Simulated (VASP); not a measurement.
Wanted: the native input for a VASP 6.6.1 run.

* Task: single point
* Functional: LDA
* Potentials or basis: VASP PAW LDA potentials, release 64 (Ag)
* Cutoff: 520 eV
* k mesh: 10 × 10 × 10
* Occupations: fermi-dirac, width 0.1 eV
* Spin: no spin polarisation
* Dipole correction: no
* Further INCAR settings: ALGO = Normal; EDIFF = 1e-06; NBANDS = 12

The structure of Ag lies in POSCAR:

```
Ag
1.0
    0.0000000000      2.0021301985      2.0021301985
    2.0021301985      0.0000000000      2.0021301985
    2.0021301985      2.0021301985      0.0000000000
Ag
1
Direct
    0.0000000000      0.0000000000      0.0000000000
```

The input as run:

INCAR

```
ALGO = Normal
EDIFF = 1E-6
ENCUT = 520
ISIF = 2
ISMEAR = -1
LASPH = True
LCHARG = False
LREAL = False
LWAVE = False
NBANDS = 12
NELM = 80
PREC = Accurate
SIGMA = 0.1
```

KPOINTS

```
k-points
0
Gamma
  10 10 10
```

Potentials or basis: VASP PAW LDA potentials, release 64 (Ag).

Launch:

```console
$ cat potpaw_LDA.64/Ag/POTCAR > POTCAR
$ mpirun -np 1 vasp_std > vasp.out
```

Results of the run:

```
Pressure : 0.1 GPa
```

It took 4.2 s on 1 thread of Intel(R) Xeon(R) Platinum 8559C (Emerald Rapids), with other jobs on the host, peak memory 0.13 GiB.
